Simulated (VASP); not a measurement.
HfO2:

```
CELL_PARAMETERS angstrom
0.00000 2.57444 2.57444
2.57444 0.00000 2.57444
2.57444 2.57444 0.00000
ATOMIC_POSITIONS crystal
Hf 0.00000 0.00000 0.00000
O 0.75000 0.75000 0.75000
O 0.25000 0.25000 0.25000
```

Base run:

- Program: VASP 6.6.1
- Functional: PBE
- Dispersion: D4
- Potentials or basis: VASP PAW PBE potentials, release 64 (Hf_pv, O)
- Cutoff: 520 eV
- k mesh: 9 × 9 × 9
- Occupations: fermi-dirac, width 0.05 eV
- Spin: no spin polarisation

Its results: band gap on the k mesh 3.78 eV, indirect (least direct gap 3.89 eV); pressure -13.3 GPa.

Question: After a change of settings the same cell gave: band gap on the k mesh 3.83 eV, indirect (least direct gap 3.96 eV); pressure -9.3 GPa. Which change was it?
A. dispersion from D4 to none
B. functional from PBE to BLYP
C. functional from PBE to PBEsol; dispersion from D4 to none

Answer: B.

BLYP binds less tightly than PBE, so the same cell stands under more pressure.

Caveats: spin-orbit coupling is left out, which moves the levels of the heavy elements; the PAW data sets were made with another functional, which shifts forces and pressure a little (some runs).
